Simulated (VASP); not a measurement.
**P: single point with PBE**

The system is P.

```
CELL_PARAMETERS angstrom
1.65476 -5.63574 0.00000
1.65476 5.63574 0.00000
0.00000 0.00000 4.55919
ATOMIC_POSITIONS crystal
P 0.09420 0.90580 0.08638
P 0.59420 0.40580 0.41362
P 0.90580 0.09420 0.91362
P 0.40580 0.59420 0.58638
```

| Quantity | Value |
| --- | --- |
| Program | VASP 6.6.1 |
| Task | single point |
| Functional | PBE |
| Potentials or basis | VASP PAW PBE potentials, release 64 (P) |
| Cutoff | 520 eV |
| k mesh | 14 × 14 × 10 |
| Occupations | gaussian, width 0.1 eV |
| Spin | no spin polarisation |

```yaml
Pressure: -0.3 GPa
Largest_force: 0.051 eV/Å
Band_gap_on_the_k_mesh: 0.13 eV
```

Forces in eV/Å, atoms in the order of the input:
```
P    0.000  0.038  0.033
P    0.000  0.038 -0.033
P    0.000 -0.038 -0.033
P    0.000 -0.038  0.033
```

Levels at points of the mesh, in eV from the valence-band top:
```tsv
k point	band 7	band 8	band 9	band 10	band 11	band 12	band 13	band 14
(0.00, 0.00, 0.00)	-3.78	-2.61	-2.29	-1.00	0.74	1.24	2.11	2.92
(0.50, 0.00, 0.00)	-3.21	-3.21	-2.49	-2.49	0.78	0.78	1.55	1.55
(0.50, 0.50, 0.00)	-3.86	-2.16	-1.61	0.00	0.13	1.05	2.27	2.83
(0.00, 0.00, 0.50)	-2.99	-2.99	-1.50	-1.50	1.59	1.59	3.00	3.00
(0.50, 0.00, 0.50)	-5.16	-5.16	-1.70	-1.70	1.82	1.82	3.51	3.51
(0.50, 0.50, 0.50)	-2.77	-2.77	-1.78	-1.78	1.56	1.56	2.57	2.57
```

Wall time 14 min on 1 thread of Intel Xeon 8259CL, with other jobs on the host, peak memory 0.53 GiB.

Caveat: semilocal functionals underestimate gaps, and a narrow one can read as zero. A k mesh can miss the band edges.
